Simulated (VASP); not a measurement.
**SiC3: single point with PBE**

The system is SiC3.

```
Si C
1.0
     2.80256    0.00000    0.00000
     0.00000    2.80256    0.00000
     0.00000    0.00000    4.11229
Si C
1 3
Direct
  0.00000 0.00000 0.50000
  0.50000 0.50000 0.00000
  0.50000 0.00000 0.78809
  0.00000 0.50000 0.21191
```

```yaml
Program: VASP 6.6.1
Task: single point
Functional: PBE
Potentials_or_basis: VASP PAW PBE potentials, release 64 (Si, C)
Cutoff: 520 eV
k_mesh: 10 × 10 × 8
Occupations: gaussian, width 0.02 eV
Spin: no spin polarisation
```

```json
{
 "Pressure": "0.0 GPa",
 "Largest force": "0.018 eV/Å",
 "Band gap on the k mesh": "1.36 eV, indirect (least direct gap 1.79 eV)"
}
```

Forces in eV/Å, atoms in the order of the input:
```
Si   0.000  0.000  0.000
C    0.000  0.000  0.000
C    0.000  0.000 -0.018
C    0.000  0.000  0.018
```

Stress tensor (GPa, compression positive):
```
 0.05  0.00  0.00
 0.00  0.05  0.00
 0.00  0.00 -0.06
```

Levels at points of the mesh, in eV from the valence-band top:
```
           k point  band 4  band 5  band 6  band 7  band 8  band 9  band 10  band 11  band 12  band 13
(0.00, 0.00, 0.00)   -5.46   -5.46   -0.69    0.00    0.00    1.79     2.84     5.01     5.53     5.53
(0.50, 0.00, 0.00)   -6.82   -6.46   -6.22   -4.04   -0.82    4.64     5.82     5.92     7.53     9.86
(0.50, 0.50, 0.00)   -8.45   -6.13   -5.32   -5.32   -3.86    1.59     1.59     1.97     4.91    12.33
(0.00, 0.00, 0.50)   -5.03   -5.03   -4.11   -1.41   -1.41    2.61     2.97     5.92     7.85     7.94
(0.50, 0.00, 0.50)  -10.51   -3.93   -2.73   -2.30   -0.71    2.89     5.47     6.04     6.19     8.05
(0.50, 0.50, 0.50)   -7.35   -7.11   -6.69   -6.69   -6.30    5.30     5.30     5.98     8.72     9.50
```

Wall time 36 s on 1 thread of Intel Xeon 6975P-C (shared host), peak memory 0.17 GiB.

A k mesh can miss the band edges.
